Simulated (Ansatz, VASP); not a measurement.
# Two plane-wave programs on B2P3

```
CELL_PARAMETERS angstrom
2.21026 -4.74607 0.00000
2.21026 4.74607 0.00000
0.00000 0.00000 5.04489
ATOMIC_POSITIONS crystal
B 0.00000 0.00000 0.34816
B 0.00000 0.00000 0.65184
P 0.00000 0.00000 0.00000
P 0.00000 0.50000 0.00000
P 0.50000 0.00000 0.00000
```

Alike in both runs: functional PBE; k mesh 10 × 10 × 8; occupations gaussian, width 0.1 eV; no spin polarisation.

Ansatz relaxed the structure, and its values are those at the end. VASP's run is a single point on that final structure, the one shown.

|  | VASP | Ansatz |
| --- | --- | --- |
| version | VASP 6.6.1 | Ansatz 0.2.0 |
| potentials or method | VASP PAW PBE potentials, release 64 (B, P), cutoff 520 eV | scalar-relativistic, plane waves, PAW |
| valence electrons in the cell | 21 | 21 |

```tsv
	VASP	Ansatz	Ansatz less VASP
gap on the k mesh at the Fermi level (eV)	none	none	-
pressure (GPa)	-0.1	0.0	+0.14
rms of the force components (eV/Å)	0.006	0.002	-0.0042
```

A gap of «none» marks a metal or a gap that the smearing closes. With one functional, cell and mesh, what is left measures potentials, basis and numerics.
